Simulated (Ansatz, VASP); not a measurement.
## Two plane-wave programs on InSb

```xyz
4
Lattice="3.0050 -2.9355 0.0000 3.0050 2.9355 0.0000 0.0000 0.0000 5.6057" Properties=species:S:1:pos:R:3 pbc="T T T"
In    3.0050    0.8441    1.4014
In    3.0050   -0.8441    4.2043
Sb    3.0050   -2.0240    1.4014
Sb    3.0050    2.0240    4.2043
```

Change from the starting cell: strain -0.0750 x Voigt [0, 1, 0, 0, 0, 0], atoms carried along.

Alike in both runs: task single point; functional PBEsol; k mesh 12 × 12 × 10; occupations gaussian, width 0.15 eV; no spin polarisation.

|  | VASP | Ansatz |
| --- | --- | --- |
| version | VASP 6.6.1 | Ansatz 0.2.0 |
| potentials or method | VASP PAW PBE potentials, release 64 (In_d, Sb), cutoff 500 eV | scalar-relativistic, plane waves, PAW |
| valence electrons in the cell | 36 | 56 |

Ansatz gave:

```
gap on the k mesh at the Fermi level (eV)                     : none
pressure (GPa)                                                : 5.8
traceless stress, the component that is largest in VASP (GPa) : 5.11
rms of the force components (eV/Å)                            : 0.136
```

Which values does VASP return?

gap on the k mesh at the Fermi level (eV): none; pressure (GPa): 5.9; traceless stress, the component that is largest in VASP (GPa): 5.14; rms of the force components (eV/Å): 0.139.

VASP's potentials were made for PBE, not for PBEsol. Atom by atom the forces differ by 0.004 eV/Å (rms over components). A gap of «none» marks a metal or a gap that the smearing closes. With one functional, cell and mesh, what is left measures potentials, basis and numerics. VASP's potentials hold 36 valence electrons a cell and Ansatz's 56, so a difference there can come from the potentials and not from the codes.

Neither program's run includes spin-orbit coupling.
